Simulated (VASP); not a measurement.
# BeS (F-43m) in VASP: further runs

BeS is run at these levels: BLYP+D3(BJ), PBE+D4; tasks: single point.

Everything below comes from runs of VASP 6.6.1. Logs are shortened: lines on timing, memory, paths and dates and some standing lists are left out, and cuts for length are marked.

**1. The cell of the first run**

Symmetry: F-43m, No. 216, cubic system. The conventional cell has a = 4.862 Å, b = 4.862 Å, c = 4.862 Å, α = 90.00°, β = 90.00°, γ = 90.00°. Within 2.8 Å of Be (site symmetry -43m) lie 4 S at 2.11 Å. Within 2.8 Å of S (site symmetry -43m) lie 4 Be at 2.11 Å.

**2. Single point, BLYP+D3(BJ) (volume scaled by 1.04)**

The input, INCAR:

```
AGGAC = 1.0
AGGAX = 1.0
ALDAC = 0.0
ALDAX = 1.0
ALGO = Normal
EDIFF = 1E-6
ENCUT = 600
GGA = B5
GGA_COMPAT = False
ISIF = 2
ISMEAR = 0
IVDW = 12
LASPH = True
LCHARG = True
LELF = True
LREAL = False
LVHAR = True
LWAVE = False
NBANDS = 11
NELM = 120
PREC = Accurate
SIGMA = 0.05
VDW_A1 = 0.4298
VDW_A2 = 4.2359
VDW_S6 = 1.0
VDW_S8 = 2.6996
```

The input, KPOINTS:

```
k-points
0
Gamma
  8 8 8
```

The input, POSCAR:

```
BeS
1.0
    0.0000000000      2.4309842953      2.4309842953
    2.4309842953      0.0000000000      2.4309842953
    2.4309842953      2.4309842953      0.0000000000
Be S
1 1
Direct
    0.0000000000      0.0000000000      0.0000000000
    0.7500000000      0.7500000000      0.7500000000
```

Potentials or basis: VASP PAW PBE potentials, release 64 (Be, S).

On the command line:

```sh
$ cat potpaw_PBE.64/Be/POTCAR potpaw_PBE.64/S/POTCAR > POTCAR
$ mpirun -np 1 vasp_std > vasp.out
```

OUTCAR:

```text
EDIFF = 1E-6
   ENCUT = 600
   GGA = B5
   ISIF = 2
   ISMEAR = 0
   IVDW = 12
   LASPH = True
   LREAL = False
   NELM = 120
   PREC = Accurate
 IVDW          = 12

 ion  position               nearest neighbor table
   1  0.000  0.000  0.000-   2 2.11   2 2.11   2 2.11   2 2.11
   2  0.750  0.750  0.750-   1 2.11   1 2.11   1 2.11   1 2.11

  LATTYP: Found a face centered cubic cell.
 ALAT       =     4.8619685906

  Lattice vectors:

 A1 = (   0.0000000000,   2.4309842953,   2.4309842953)
 A2 = (   2.4309842953,   0.0000000000,   2.4309842953)
 A3 = (   2.4309842953,   2.4309842953,   0.0000000000)

Analysis of symmetry for initial positions (statically):
=====================================================================
 Subroutine PRICEL returns:
 Original cell was already a primitive cell.

 Routine SETGRP: Setting up the symmetry group for a
 face centered cubic supercell.

 Subroutine GETGRP returns: Found 24 space group operations
 (whereof 24 operations were pure point group operations)
 out of a pool of 48 trial point group operations.

The static configuration has the point symmetry T_d .

Analysis of symmetry for dynamics (positions and initial velocities):
=====================================================================
 Subroutine PRICEL returns:
 Original cell was already a primitive cell.

 Routine SETGRP: Setting up the symmetry group for a
 face centered cubic supercell.

 Subroutine GETGRP returns: Found 24 space group operations
 (whereof 24 operations were pure point group operations)
 out of a pool of 48 trial point group operations.

The dynamic configuration has the point symmetry T_d .

 Subroutine INISYM returns: Found 24 space group operations
 (whereof 24 operations are pure point group operations),
 and found     1 'primitive' translations

----------------------------------------------------------------------------------------

                                     Primitive cell

  volume of cell :      28.7327

  direct lattice vectors                    reciprocal lattice vectors
     0.000000000  2.430984295  2.430984295    -0.205678005  0.205678005  0.205678005
     2.430984295  0.000000000  2.430984295     0.205678005 -0.205678005  0.205678005
     2.430984295  2.430984295  0.000000000     0.205678005  0.205678005 -0.205678005

  length of vectors
     3.437930960  3.437930960  3.437930960     0.356244755  0.356244755  0.356244755

  position of ions in fractional coordinates (direct lattice)
     0.000000000  0.000000000  0.000000000
     0.750000000  0.750000000  0.750000000

  ion indices of the primitive-cell ions
   primitive index   ion index
                 1           1
                 2           2

----------------------------------------------------------------------------------------

 KPOINTS: k-points

Automatic generation of k-mesh.
 Grid dimensions read from file:
 generate k-points for:    8    8    8

 Generating k-lattice:

  Cartesian coordinates                     Fractional coordinates (reciprocal lattice)
    -0.025709751  0.025709751  0.025709751     0.125000000  0.000000000  0.000000000
     0.025709751 -0.025709751  0.025709751     0.000000000  0.125000000  0.000000000
     0.025709751  0.025709751 -0.025709751     0.000000000  0.000000000  0.125000000

  Length of vectors
     0.044530594  0.044530594  0.044530594

  Shift w.r.t. Gamma in fractional coordinates (k-lattice)
     0.000000000  0.000000000  0.000000000

 Subroutine IBZKPT returns following result:
 ===========================================

 Found     29 irreducible k-points:

 Following reciprocal coordinates:
            Coordinates               Weight
  0.000000  0.000000  0.000000      1.000000
  0.125000  0.000000  0.000000      8.000000
  0.250000  0.000000  0.000000      8.000000
  0.375000  0.000000  0.000000      8.000000
  0.500000  0.000000  0.000000      4.000000
  0.125000  0.125000  0.000000      6.000000
[... 16 lines left out ...]
  0.500000  0.250000  0.125000     48.000000
 -0.375000  0.250000  0.125000     24.000000
 [... further k-points ...]
   k-points           NKPTS =     29   k-points in BZ     NKDIM =     29   number of bands    NBANDS=     11
   number of dos      NEDOS =    301   number of ions     NIONS =      2
   total plane-waves  NPLWV =  21952
   dimension x,y,z NGX =    28 NGY =   28 NGZ =   28
   dimension x,y,z NGXF=    56 NGYF=   56 NGZF=   56
   ions per type =               1   1
   NGX,Y,Z   is equivalent  to a cutoff of  13.54, 13.54, 13.54 a.u.
   NGXF,Y,Z  is equivalent  to a cutoff of  27.08, 27.08, 27.08 a.u.
 SYSTEM =  unknown system
   PREC   = accura    normal or accurate (medium, high low for compatibility)
   ISTART =      0    job   : 0-new  1-cont  2-samecut
   ICHARG =      2    charge: 1-file 2-atom 10-const
   ISPIN  =      1    spin polarized calculation?
   LNONCOLLINEAR =      F non collinear calculations
   LSORBIT =      F    spin-orbit coupling
   LASPH  =      T    aspherical Exc in radial PAW
   ENCUT  =  600.0 eV  44.10 Ry    6.64 a.u.   6.87  6.87  6.87*2*pi/ulx,y,z
   NELM   =    120;   NELMIN=  2; NELMDL= -5     # of ELM steps
   EDIFF  = 0.1E-05   stopping-criterion for ELM
   LREAL  =      F    real-space projection
   EDIFFG = 0.1E-04   stopping-criterion for IOM
   NSW    =      0    number of steps for IOM
   IBRION =     -1    ionic relax: 0-MD 1-quasi-New 2-CG
   NFREE  =      0    steps in history (QN), initial steepest desc. (CG)
   ISIF   =      2    stress and relaxation
   ISYM   =      2    0-nonsym 1-usesym 2-fastsym
   POTIM  = 0.5000    time-step for ionic-motion
   TEBEG  =    0.0;   TEEND  =   0.0 temperature during run
   PSTRESS=    0.0 pullay stress
   NELECT =       8.0000    total number of electrons
   NUPDOWN=      -1.0000    fix difference up-down
   EMIN   =  10.00;   EMAX   =-10.00  energy-range for DOS
   EFERMI =   0.00;   METHOD = LEGACY
   ISMEAR =     0;   SIGMA  =   0.05  broadening in eV -4-tet -1-fermi 0-gaus
   EFERMI_NEDOS =   21; number of points for ismear=-14 and -15
   IALGO  =     38    algorithm
   IMIX   =      4    mixing-type and parameters
     AMIX     =   0.40;   BMIX     =  1.00
     AMIX_MAG =   1.60;   BMIX_MAG =  1.00
  volume/ion in A,a.u.               =      14.37        96.95
  Fermi-wavevector in a.u.,A,eV,Ry     =   1.069004  2.020125 15.548324  1.142770
  Thomas-Fermi vector in A             =   2.204670
   LORBIT       =      0    0 simple, 1 ext, 2 COOP (PROOUT), +10 PAW based schemes
   GGA     = B5    functional components
   LHFCALC =     F    Hartree Fock is set to
   AEXX    =    0.0000 exact exchange contribution
   IVDW    =    12    specifies the selected vdW correction
   LEPSILON=     F    determine dielectric tensor
   LRPA    =     F    only Hartree local field effects (RPA)
 non-spin polarized calculation
 Gauss-broadening in eV      SIGMA  =   0.05
  energy-cutoff  :      600.00
  volume of cell :       28.73
 maximum number of plane-waves:       982
   NGX = 13   NGY = 13   NGZ = 13

 number of electron       7.9999999 magnetization

 Free energy of the ion-electron system (eV)
  ---------------------------------------------------
  ext. energy  EPLUGINS =         0.00000000
  ---------------------------------------------------
  free energy    TOTEN  =        -9.18643299 eV

  energy without entropy =       -9.18643299  energy(sigma->0) =       -9.18643299

 E-fermi :   4.7170     XC(G=0):  -9.0838

 val. band max:        4.4573848948   @ k =   0.0000   0.0000   0.0000
 cond. band min:       7.8764754491   @ k =   0.5000   0.5000   0.0000
 fundamental gap:      3.4190905543
 Fermi energy:         4.7169723190

 k-point     1 :       0.0000    0.0000    0.0000
  band No.  band energies     occupation
      1      -9.0966      2.00000
      2       4.4574      2.00000
      3       4.4574      2.00000
      4       4.4574      2.00000
      5      10.2519      0.00000
      6      10.2519      0.00000
      7      10.2519      0.00000
      8      10.5373      0.00000
      9      17.3940      0.00000
     10      17.3940      0.00000
     11      19.5071      0.00000

 k-point     2 :       0.1250    0.0000    0.0000
  band No.  band energies     occupation
      1      -8.9241      2.00000
      2       3.3071      2.00000
      3       4.2656      2.00000
      4       4.2656      2.00000
      5      10.2133      0.00000
      6      10.6010      0.00000
      7      10.6010      0.00000
      8      11.7533      0.00000
      9      16.7402      0.00000
     10      16.7402      0.00000
     11      19.3967      0.00000

 k-point     3 :       0.2500    0.0000    0.0000
  band No.  band energies     occupation
      1      -8.4501      2.00000
      2       1.2657      2.00000
      3       3.8797      2.00000
      4       3.8797      2.00000
      5      10.1649      0.00000
      6      11.1502      0.00000
      7      11.1502      0.00000
      8      13.8527      0.00000
      9      16.5027      0.00000
     10      16.5027      0.00000
     11      18.9762      0.00000

 k-point     4 :       0.3750    0.0000    0.0000
  band No.  band energies     occupation
      1      -7.8525      2.00000
      2      -0.4460      2.00000
      3       3.5662      2.00000
      4       3.5662      2.00000
      5      10.1121      0.00000
      6      11.2439      0.00000
      7      11.2439      0.00000
      8      15.4525      0.00000
      9      17.8075      0.00000
     10      17.8075      0.00000
     11      19.0570      0.00000
[... 239 lines left out ...]
 k-point    22 :       0.3750    0.2500    0.1250
  band No.  band energies     occupation
      1      -8.0638      2.00000
      2       1.0323      2.00000
      3       2.3908      2.00000
      4       3.3760      2.00000
      5      10.1558      0.00000
      6      11.8649      0.00000
      7      12.1691      0.00000
      8      13.0910      0.00000
      9      16.2086      0.00000
     10      18.9759      0.00000
     11      20.4794      0.00000

 k-point    23 :       0.5000    0.2500    0.1250
  band No.  band energies     occupation
      1      -7.5395      2.00000
      2      -0.0915      2.00000
      3       1.8678      2.00000
      4       2.9218      2.00000
      5      10.6498      0.00000
      6      11.4356      0.00000
      7      13.0620      0.00000
      8      13.8408      0.00000
      9      17.2212      0.00000
     10      18.9155      0.00000
     11      20.9720      0.00000

 k-point    24 :      -0.3750    0.2500    0.1250
  band No.  band energies     occupation
      1      -7.2783      2.00000
      2      -0.6260      2.00000
      3       1.7733      2.00000
      4       2.6851      2.00000
      5      10.7674      0.00000
      6      11.1959      0.00000
      7      13.6789      0.00000
      8      15.1018      0.00000
      9      16.0185      0.00000
     10      19.7972      0.00000
     11      20.5420      0.00000

 [... further k-points ...]

------------------------ aborting loop because EDIFF is reached ----------------------------------------

 Edisp (eV)   -1.25049

 E8    (eV) :    -0.8360

  FORCE on cell =-STRESS in cart. coord.  units (eV):
  Direction    XX          YY          ZZ          XY          YZ          ZX
  --------------------------------------------------------------------------------------
  -------------------------------------------------------------------------------------
  Total      -0.71221    -0.71221    -0.71221     0.00000     0.00000     0.00000
  in kB     -39.71402   -39.71402   -39.71402     0.00000     0.00000     0.00000
  external pressure =      -39.71 kB  Pullay stress =        0.00 kB

 VOLUME and BASIS-vectors are now :
 -----------------------------------------------------------------------------
  energy-cutoff  :      600.00
  volume of cell :       28.73
      direct lattice vectors                 reciprocal lattice vectors
     0.000000000  2.430984295  2.430984295    -0.205678005  0.205678005  0.205678005
     2.430984295  0.000000000  2.430984295     0.205678005 -0.205678005  0.205678005
     2.430984295  2.430984295  0.000000000     0.205678005  0.205678005 -0.205678005

 POSITION                                       TOTAL-FORCE (eV/Angst)
 -----------------------------------------------------------------------------------
      0.00000      0.00000      0.00000         0.000000      0.000000      0.000000
      3.64648      3.64648      3.64648        -0.000000     -0.000000     -0.000000
 -----------------------------------------------------------------------------------
    total drift:                                0.000000      0.000000      0.000000

  FREE ENERGIE OF THE ION-ELECTRON SYSTEM (eV)
  ---------------------------------------------------
  free  energy   TOTEN  =       -10.4369278697 eV

  energy  without entropy=      -10.4369278697  energy(sigma->0) =      -10.43692787
```

Wall time 14 s (1 thread of AMD EPYC 7R13 (Zen 3), shared host); peak memory 0.13 GiB.

What came out:

- Free energy: -10.4369 eV
- Pressure: -4.0 GPa
- Band gap on the k mesh: 3.42 eV, indirect (least direct gap 5.79 eV)
- Dispersion energy per atom: -0.625 eV

Caveat: the PAW data sets were made with another functional, which shifts forces and pressure a little.

(Continued in part 2 of 2.)
